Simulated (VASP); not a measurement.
# GaN (F-43m) in VASP: single point with HSE06

Aim: the single point of GaN with HSE06.

Program: VASP 6.6.1. These are calculated values, not measurements. Logs are shortened: lines on timing, memory, paths and dates and some standing lists are left out, and cuts for length are marked.

**1. The cell of the first run**

Symmetry: F-43m, No. 216, cubic system. The conventional cell has a = 4.363 Å, b = 4.363 Å, c = 4.363 Å, α = 90.00°, β = 90.00°, γ = 90.00°. Ga (site symmetry -43m) has 4 N at 1.89 Å within 2.5 Å. N (site symmetry -43m) has 4 Ga at 1.89 Å within 2.5 Å.

**2. Single point, HSE06 (strain -3.0%)**

POSCAR

```
GaN
1.0
    0.0000000000      2.1814839653      2.1814839653
    2.1814839653      0.0000000000      2.1814839653
    2.1814839653      2.1814839653      0.0000000000
Ga N
1 1
Direct
    0.0000000000      0.0000000000      0.0000000000
    0.2500000000      0.2500000000      0.2500000000
```

INCAR.step1

```
PREC = Accurate ; ENCUT = 520
EDIFF = 1E-5 ; ISMEAR = 0
SIGMA = 0.01 ; LREAL = False
LASPH = True ; NELM = 100
ALGO = Normal ; ISIF = 2
LWAVE = True ; LCHARG = False
GGA = PE ; NBANDS = 16
```

INCAR.step2

```
PREC = Accurate ; ENCUT = 520
EDIFF = 1E-6 ; ISMEAR = 0
SIGMA = 0.01 ; LREAL = False
LASPH = True ; NELM = 100
ALGO = Normal ; ISIF = 2
LWAVE = False ; LCHARG = False
GGA = PE ; LHFCALC = True
HFSCREEN = 0.2079 ; PRECFOCK = Normal
ISTART = 1 ; NBANDS = 16
```

KPOINTS

```
Automatic mesh
0
Gamma
  6 6 6
```

Potentials or basis: VASP PAW PBE potentials, release 64 (Ga_d, N).

On the command line:

```console
$ cat potpaw_PBE.64/Ga_d/POTCAR potpaw_PBE.64/N/POTCAR > POTCAR
$ cp INCAR.step1 INCAR
$ mpirun -np 1 vasp_std > vasp.out
$ cp INCAR.step2 INCAR
$ mpirun -np 1 vasp_std > vasp.out
```

OUTCAR:

```text
PREC = Accurate
   ENCUT = 520
   EDIFF = 1E-6
   ISMEAR = 0
   LREAL = False
   LASPH = True
   NELM = 100
   ISIF = 2
   GGA = PE
   LHFCALC = True
   HFSCREEN = 0.2079
   PRECFOCK = Normal
   ISTART = 1

 ion  position               nearest neighbor table
   1  0.000  0.000  0.000-   2 1.89   2 1.89   2 1.89   2 1.89
   2  0.250  0.250  0.250-   1 1.89   1 1.89   1 1.89   1 1.89

  LATTYP: Found a face centered cubic cell.
 ALAT       =     4.3629679306

  Lattice vectors:

 A1 = (   0.0000000000,   2.1814839653,   2.1814839653)
 A2 = (   2.1814839653,   0.0000000000,   2.1814839653)
 A3 = (   2.1814839653,   2.1814839653,   0.0000000000)

Analysis of symmetry for initial positions (statically):
=====================================================================
 Subroutine PRICEL returns:
 Original cell was already a primitive cell.

 Routine SETGRP: Setting up the symmetry group for a
 face centered cubic supercell.

 Subroutine GETGRP returns: Found 24 space group operations
 (whereof 24 operations were pure point group operations)
 out of a pool of 48 trial point group operations.

The static configuration has the point symmetry T_d .

Analysis of symmetry for dynamics (positions and initial velocities):
=====================================================================
 Subroutine PRICEL returns:
 Original cell was already a primitive cell.

 Routine SETGRP: Setting up the symmetry group for a
 face centered cubic supercell.

 Subroutine GETGRP returns: Found 24 space group operations
 (whereof 24 operations were pure point group operations)
 out of a pool of 48 trial point group operations.

The dynamic configuration has the point symmetry T_d .

 Subroutine INISYM returns: Found 24 space group operations
 (whereof 24 operations are pure point group operations),
 and found     1 'primitive' translations

----------------------------------------------------------------------------------------

                                     Primitive cell

  volume of cell :      20.7628

  direct lattice vectors                    reciprocal lattice vectors
     0.000000000  2.181483965  2.181483965    -0.229201776  0.229201776  0.229201776
     2.181483965  0.000000000  2.181483965     0.229201776 -0.229201776  0.229201776
     2.181483965  2.181483965  0.000000000     0.229201776  0.229201776 -0.229201776

  length of vectors
[... 80 lines left out ...]
   ISYM   =      3    0-nonsym 1-usesym 2-fastsym
   POTIM  = 0.5000    time-step for ionic-motion
   TEBEG  =    0.0;   TEEND  =   0.0 temperature during run
   PSTRESS=    0.0 pullay stress
   NELECT =      18.0000    total number of electrons
   NUPDOWN=      -1.0000    fix difference up-down
   EMIN   =  10.00;   EMAX   =-10.00  energy-range for DOS
   EFERMI =   0.00;   METHOD = LEGACY
   ISMEAR =     0;   SIGMA  =   0.01  broadening in eV -4-tet -1-fermi 0-gaus
   EFERMI_NEDOS =   21; number of points for ismear=-14 and -15
   IALGO  =     38    algorithm
   IMIX   =      1    mixing-type and parameters
     AMIX     =   0.40;   BMIX     =  1.00
     AMIX_MAG =   1.60;   BMIX_MAG =  1.00
  volume/ion in A,a.u.               =      10.38        70.06
  Fermi-wavevector in a.u.,A,eV,Ry     =   1.561003  2.949867 33.153715  2.436729
  Thomas-Fermi vector in A             =   2.664132
   LORBIT       =      0    0 simple, 1 ext, 2 COOP (PROOUT), +10 PAW based schemes
   GGA     = PE    functional components
   LHFCALC =     T    Hartree Fock is set to
   PRECFOCK=normal    Normal, Fast or Accurate (Low or Medium for compatibility)
   ENCUT4O =  -1.0   cutoff for four orbital integrals eV
   NKREDX  =     1    reduce k-point grid by
   NKREDY  =     1    reduce k-point grid by
   NKREDZ  =     1    reduce k-point grid by
   AEXX    =    0.2500 exact exchange contribution
   HFSCREEN=    0.2079 screening length (either q_TF or 0.3 A-1)
   HFSCREENC=   0.2079 screening length for correlation (either q_TF or 0.3 A-1)
   ENCUTFOCK=  -1.0 apply spherical cutoff to Coloumb kernel
   IVDW    =     0    specifies the selected vdW correction
   LEPSILON=     F    determine dielectric tensor
   LRPA    =     F    only Hartree local field effects (RPA)
 non-spin polarized calculation
 Gauss-broadening in eV      SIGMA  =   0.01
  energy-cutoff  :      520.00
  volume of cell :       20.76
 maximum number of plane-waves:       568
  NGX = 18; NGY = 18; NGZ = 18

 number of electron      17.9999989 magnetization

 Free energy of the ion-electron system (eV)
  ---------------------------------------------------
  ext. energy  EPLUGINS =         0.00000000
  ---------------------------------------------------
  free energy    TOTEN  =       -14.61396545 eV

  energy without entropy =      -14.61396545  energy(sigma->0) =      -14.61396545

 E-fermi :   5.5923     XC(G=0):  -9.9722

 val. band max:        5.5316122863   @ k =   0.0000   0.0000   0.0000
 cond. band min:       9.2348998068   @ k =   0.0000   0.0000   0.0000
 fundamental gap:      3.7032875206
 Fermi energy:         5.5922793493

 k-point     1 :       0.0000    0.0000    0.0000
  band No.  band energies     occupation
      1     -12.8065      2.00000
      2     -10.0872      2.00000
      3     -10.0872      2.00000
      4     -10.0872      2.00000
      5      -9.6637      2.00000
      6      -9.6637      2.00000
[... 281 lines left out ...]
      3      -9.8293      2.00000
      4      -9.6901      2.00000
      5      -9.6188      2.00000
      6      -7.2548      2.00000
[... 8 lines left out ...]
     15      29.1128      0.00000
     16      32.4310      0.00000

------------------------ aborting loop because EDIFF is reached ----------------------------------------

  FORCE on cell =-STRESS in cart. coord.  units (eV):
  Direction    XX          YY          ZZ          XY          YZ          ZX
  --------------------------------------------------------------------------------------
  -------------------------------------------------------------------------------------
  Total        2.8141515      2.8141515      2.8141515      0.0000000      0.0000000      0.0000000
  in kB      217.1560756    217.1560756    217.1560756      0.0000000      0.0000000      0.0000000
  external PRESSURE =     217.1560756 kB  Pullay stress =       0.0000000 kB

 VOLUME and BASIS-vectors are now :
 -----------------------------------------------------------------------------
  energy-cutoff  :      520.00
  volume of cell :       20.76
      direct lattice vectors                 reciprocal lattice vectors
     0.000000000  2.181483965  2.181483965    -0.229201776  0.229201776  0.229201776
     2.181483965  0.000000000  2.181483965     0.229201776 -0.229201776  0.229201776
     2.181483965  2.181483965  0.000000000     0.229201776  0.229201776 -0.229201776

 POSITION                                       TOTAL-FORCE (eV/Angst)
 -----------------------------------------------------------------------------------
      0.00000      0.00000      0.00000         0.000000      0.000000      0.000000
      1.09074      1.09074      1.09074        -0.000000     -0.000000     -0.000000
 -----------------------------------------------------------------------------------
    total drift:                               -0.000011     -0.000015     -0.000008

  FREE ENERGIE OF THE ION-ELECTRON SYSTEM (eV)
  ---------------------------------------------------
  free  energy   TOTEN  =       -14.6139654503 eV

  energy  without entropy=      -14.6139654503  energy(sigma->0) =      -14.61396545
```

OUTCAR.step1:

```text
PREC = Accurate
   ENCUT = 520
   EDIFF = 1E-5
   ISMEAR = 0
   LREAL = False
[... 515 lines left out ...]
      0.00000      0.00000      0.00000         0.000000      0.000000      0.000000
      1.09074      1.09074      1.09074        -0.000000     -0.000000     -0.000000
 -----------------------------------------------------------------------------------
    total drift:                                0.000002      0.000002      0.000001

  FREE ENERGIE OF THE ION-ELECTRON SYSTEM (eV)
  ---------------------------------------------------
  free  energy   TOTEN  =       -11.9301394186 eV

  energy  without entropy=      -11.9301394186  energy(sigma->0) =      -11.93013942
```

Run time: 11 min. Hardware: 1 thread of Intel Xeon 6975P-C (Granite Rapids), shared host; peak memory 0.25 GiB.

What came out:

| Item | Value |
| --- | --- |
| Free energy | -14.6140 eV |
| Pressure | 21.7 GPa |
| Band gap on the k mesh | 3.70 eV |

Caveat: the cell differs from its parent crystal (strain -3.0%); the cell stands under pressure; the structure was generated, so it needn't be the stable form of GaN; the PAW data sets were made with another functional, which shifts forces and pressure a little.
